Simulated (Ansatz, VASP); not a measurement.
BaTiO3: VASP beside Ansatz

```
CELL_PARAMETERS angstrom
2.82737 1.63238 2.31839
-2.82737 1.63238 2.31839
0.00000 -3.26476 2.31839
ATOMIC_POSITIONS crystal
Ba 0.00000 0.00000 0.00000
Ti 0.48450 0.48450 0.48450
O 0.50860 0.01750 0.50860
O 0.01750 0.50860 0.50860
O 0.50860 0.50860 0.01750
```

Alike in both runs: task single point; functional PBE; k mesh 2 × 2 × 2; occupations fermi-dirac, width 0.05 eV; no spin polarisation.

|  | VASP | Ansatz |
| --- | --- | --- |
| version | VASP 6.6.1 | Ansatz 0.2.0 |
| potentials or method | VASP PAW PBE potentials, release 64 (Ba_sv, Ti_sv, O_h) | Ansatz PAW |
| plane-wave cutoff (eV) | 1340 | 420 |
| valence electrons in the cell | 40 | 40 |

Ansatz gave:

- gap on the k mesh at the Fermi level (eV): 2.32
- least direct gap on the mesh (eV): 2.68
- pressure (GPa): 6.6
- traceless stress, the component that is largest in VASP (GPa): -0.05
- rms of the force components (eV/Å): 0.629

Task: Estimate VASP's values.

Result: gap on the k mesh at the Fermi level (eV): 2.27; least direct gap on the mesh (eV): 2.67; pressure (GPa): 8.3; traceless stress, the component that is largest in VASP (GPa): -0.07; rms of the force components (eV/Å): 0.618.

Atom by atom the forces differ by 0.013 eV/Å (rms over components). The functional is the same, so the differences come from potentials, cutoffs and numerics.

The k mesh is coarse, so the values compare programs but aren't converged. Spin-orbit coupling is off throughout.
